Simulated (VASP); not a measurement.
Crystal: PbO2.

```
Pb O
1.0
     0.00000    2.70199    2.70199
     2.70199    0.00000    2.70199
     2.70199    2.70199    0.00000
Pb O
1 2
Direct
  0.00000 0.00000 0.00000
  0.25000 0.25000 0.25000
  0.75000 0.75000 0.75000
```

Base run:

| Item | Value |
| --- | --- |
| Program | VASP 6.6.1 |
| Functional | r2SCAN |
| Potentials or basis | VASP PAW PBE potentials, release 64 (Pb_d, O) |
| Cutoff | 660 eV |
| k mesh | 6 × 6 × 6 |
| Occupations | tetrahedron |
| Spin | no spin polarisation |

Its results: band gap on the k mesh zero (bands 13 and 14 overlap by 1.22 eV); pressure -6.3 GPa.

Task: The run is repeated on the same cell with these changes: functional from r2SCAN to PBE; cutoff from 660 eV to 600 eV; occupations from tetrahedron to fermi-dirac, width 0.25852 eV. What comes out?

Result: Band gap on the k mesh zero (bands 13 and 14 overlap by 1.19 eV); pressure 1.6 GPa.

Caveats: spin-orbit coupling is left out, which moves the levels of the heavy elements; the cell stands under tension (at least some runs); the PAW data sets were made with another functional, which shifts forces and pressure a little (at least some runs); tetrahedron occupations give inexact forces and stress in metals (at least some runs).
